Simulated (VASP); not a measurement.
Input of a VASP 6.6.1 run:

INCAR

```
SYSTEM = SnSe
PREC = Accurate
ENCUT = 520
EDIFF = 1E-6
ISMEAR = 0
SIGMA = 0.05
LREAL = .False.
LASPH = .True.
NELM = 80
ALGO = Normal
ISIF = 2
LWAVE = .False.
LCHARG = .False.
LDIPOL = .True.
IDIPOL = 3
DIPOL = 0.5 0.5 0.500
GGA = PE
NBANDS = 72
KPAR = 4
```

Contents of KPOINTS:

```
Automatic mesh
0
Gamma
  8 6 1
  0 0 0
```

Contents of POSCAR:

```
SnSe
1.0
    4.2862137860      0.0000000000      0.0000000000
    0.0000000000      6.0616216674      0.0000000000
    0.0000000000      0.0000000000     25.7155344650
Sn Se
6 6
Direct
    0.5000000000      0.5000000000      0.2893132142
    0.0000000000      0.0000000000      0.3612405335
    0.5000000000      0.5000000000      0.4635383663
    0.0000000000      0.0000000000      0.5364628726
    0.5000000000      0.5000000000      0.6387584111
    0.0000000000      0.0000000000      0.7106890008
    0.5000000000      0.0000000000      0.2903537538
    0.0000000000      0.5000000000      0.3600841689
    0.5000000000      0.0000000000      0.4644182745
    0.0000000000      0.5000000000      0.5355806137
    0.5000000000      0.0000000000      0.6399177153
    0.0000000000      0.5000000000      0.7096430751
```

Potentials or basis: VASP PAW PBE potentials, release 64 (Sn_d, Se).

The run is started by

```sh
$ cat potpaw_PBE.64/Sn_d/POTCAR potpaw_PBE.64/Se/POTCAR > POTCAR
$ mpirun -np 4 vasp_std > vasp.out
```

Q: Estimate the band gap on the k mesh.

A: 0.62 eV (least direct gap 0.67 eV).

Q: Estimate the largest force.

A: 0.020 eV/Å.

Forces in eV/Å, atoms in the order of the input:
```
Sn   0.000  0.000 -0.001
Sn   0.000  0.000  0.009
Sn   0.000  0.000 -0.020
Sn   0.000  0.000  0.020
Sn   0.000  0.000 -0.009
Sn   0.000  0.000  0.001
Se   0.000  0.000 -0.007
Se   0.000  0.000  0.003
Se   0.000  0.000 -0.020
Se   0.000  0.000  0.020
Se   0.000  0.000 -0.003
Se   0.000  0.000  0.007
```

Caveat: semilocal functionals underestimate gaps, and a narrow one can read as zero; spin-orbit coupling is left out, which moves the levels of the heavy elements.
